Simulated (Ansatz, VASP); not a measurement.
Sc3B2N in VASP and in Ansatz

Contents of INCAR:

```
SYSTEM = Sc3B2N
ALGO = Normal ; EDIFF = 1E-6
ENCUT = 520 ; GGA = PE
ISIF = 2 ; ISMEAR = 0
LASPH = .TRUE. ; LCHARG = .FALSE.
LREAL = .FALSE. ; LWAVE = .FALSE.
NBANDS = 31 ; NELM = 100
PREC = Accurate ; SIGMA = 0.1
```

The input KPOINTS:

```
k-points
0
G
  6 6 2
  0 0 0
```

POSCAR

```
Sc3B2N
1.0
    3.2104837200      0.0000000000      0.0000000000
    0.0000000000      3.2104837200      0.0000000000
    0.0000000000      0.0000000000      7.8261731500
Sc B N
3 2 1
Direct
    0.0000000000      0.0000000000      0.6709480300
    0.0000000000      0.0000000000      0.3257620000
    0.5000000000      0.5000000000      0.8341779700
    0.0000000000      0.0000000000      0.0094770000
    0.5000000000      0.5000000000      0.4938240100
    0.5000000000      0.5000000000      0.1658110000
```

Input for Ansatz:

```yaml
crystal:
  lattice:
    - [3.21048372, 0.0, 0.0]
    - [0.0, 3.21048372, 0.0]
    - [0.0, 0.0, 7.82617315]
  atoms:
    - { symbol: Sc, position: [0.0, 0.0, 0.67094803] }
    - { symbol: Sc, position: [0.0, 0.0, 0.325762] }
    - { symbol: Sc, position: [0.5, 0.5, 0.83417797] }
    - { symbol: B, position: [0.0, 0.0, 0.009477] }
    - { symbol: B, position: [0.5, 0.5, 0.49382401] }
    - { symbol: "N", position: [0.5, 0.5, 0.165811] }
basis:
  ecutwfc: 420
kpoints:
  mp_grid: { grid: [6, 6, 2] }
hamiltonian:
  xc: pbe
scf:
  occupations: { method: gaussian, width: 0.1 }
  lower_state_search: "off"
output:
  forces: true
  stress: true
  eigenvalues: true
```

Change from the starting cell: species swapped into the Dy2CuAg3 type (P4mm, No. 99).

Alike in both runs: task single point; functional PBE; k mesh 6 × 6 × 2; occupations gaussian, width 0.1 eV; no spin polarisation.

|  | VASP | Ansatz |
| --- | --- | --- |
| version | VASP 6.6.1 | Ansatz 0.2.0 |
| potentials or method | VASP PAW PBE potentials, release 64 (Sc_sv, B, N), cutoff 520 eV | scalar-relativistic, plane waves, PAW |
| valence electrons in the cell | 44 | 44 |

|  | VASP | Ansatz | Ansatz less VASP |
| --- | --- | --- | --- |
| gap on the k mesh at the Fermi level (eV) | none | none | - |
| pressure (GPa) | -0.1 | -0.4 | -0.29 |
| traceless stress, the component that is largest in VASP (GPa) | -7.84 | -7.82 | +0.012 |
| rms of the force components (eV/Å) | 1.460 | 1.454 | -0.0053 |

Atom by atom the forces differ by 0.007 eV/Å (rms over components). A gap of «none» marks a metal or a gap that the smearing closes. The functional is the same, so the differences come from potentials, cutoffs and numerics.

The k mesh is coarse, so the values compare programs but aren't converged.
